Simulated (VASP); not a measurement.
Runs of VASP 6.6.1 on InP. It takes space group F-43m (No. 216, cubic). The conventional cell has a = 5.908 Å, b = 5.908 Å, c = 5.908 Å, α = 90.00°, β = 90.00°, γ = 90.00°. In (site symmetry -43m) has 4 P at 2.56 Å within 3.4 Å. P (site symmetry -43m) has 4 In at 2.56 Å within 3.4 Å. 

```csv
level,potentials or basis,k mesh,cutoff (eV),smearing,grid for exact exchange (PRECFOCK),share of exact exchange,screening parameter,gap on the mesh (eV),pressure (GPa)
PBE-based screened hybrid,"VASP PAW PBE potentials, release 64 (In_d, P)",4 × 4 × 4,520,gaussian 0.01 eV,Normal,0.35,0.1 1/Å,2.20,-1.3
LDA,"VASP PAW LDA potentials, release 64 (In_d, P)",4 × 4 × 4,520,gaussian 0.01 eV,-,-,-,0.36,(b)
PBE,"VASP PAW PBE potentials, release 64 (In_d, P)",5 × 5 × 5,500,gaussian 0.01 eV,-,-,-,0.58,1.6
PBE,"VASP PAW PBE potentials, release 64 (In_d, P)",4 × 4 × 4,520,gaussian 0.01 eV,-,-,-,0.57,(c)
PBE+D4,"VASP PAW PBE potentials, release 64 (In_d, P)",6 × 6 × 6,500,gaussian 0.01 eV,-,-,-,0.58,-0.6
PBE-based screened hybrid,"VASP PAW PBE potentials, release 64 (In_d, P)",4 × 4 × 4,520,gaussian 0.01 eV,Normal,0.2,0.1 1/Å,1.47,0.0
PBE-based screened hybrid,"VASP PAW PBE potentials, release 64 (In_d, P)",4 × 4 × 4,520,gaussian 0.01 eV,Normal,0.2,0.5 1/Å,0.87,(a)
PBE,"VASP PAW PBE potentials, release 64 (In_d, P)",6 × 6 × 6,500,methfessel-paxton 0.0849 eV,-,-,-,0.58,1.6
PBE,"VASP PAW PBE potentials, release 64 (In_d, P)",6 × 6 × 6,500,methfessel-paxton 0.001 eV,-,-,-,0.58,1.6
PBE-based screened hybrid,"VASP PAW PBE potentials, release 64 (In_d, P)",4 × 4 × 4,520,gaussian 0.01 eV,Normal,0.15,0.5 1/Å,0.80,1.1
PBE,"VASP PAW PBE potentials, release 64 (In_d, P)",6 × 6 × 6,520,methfessel-paxton 0.05 eV,-,-,-,0.58,1.6
```

Alike in all rows: task single point; no spin polarisation; cell as given.

Fill in the values left out.

(a) 0.9; (b) -2.5; (c) 1.8.

Caveats: some runs use coarse meshes; spin-orbit coupling is left out, which moves the levels of the heavy elements; the PAW data sets were made with another functional, which shifts forces and pressure a little (some runs).

A k mesh can miss the band edges, and the runs leave out spin-orbit coupling on In.
